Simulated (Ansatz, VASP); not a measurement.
## Si2W: VASP beside Ansatz

```
CELL_PARAMETERS angstrom
-1.59550 1.59550 3.87659
1.59550 -1.59550 3.87659
1.59550 1.59550 -3.87659
ATOMIC_POSITIONS crystal
Si 0.33446 0.33446 0.00000
Si 0.66554 0.66554 0.00000
W 0.00000 0.00000 0.00000
```

Alike in both runs: functional r2SCAN; k mesh 13 × 13 × 13; occupations fermi-dirac, width 0.1 eV; no spin polarisation.

Ansatz relaxed the structure, and its values are those at the end. VASP's run is a single point on that final structure, the one shown.

|  | VASP | Ansatz |
| --- | --- | --- |
| version | VASP 6.6.1 | Ansatz 0.2.0 |
| potentials or method | VASP PAW PBE potentials, release 64 (Si, W_sv), cutoff 520 eV | PAW plane waves |
| valence electrons in the cell | 22 | 22 |

```csv
,VASP,Ansatz,Ansatz less VASP
pressure (GPa),5.0,4.9,-0.09
rms of the force components (eV/Å),0.003,0.000,-0.0033
```

VASP's potentials were made for PBE, not for r2SCAN. With one functional, cell and mesh, what is left measures potentials, basis and numerics. Ansatz's warnings: stress scf threshold loose.

Neither program's run includes spin-orbit coupling.
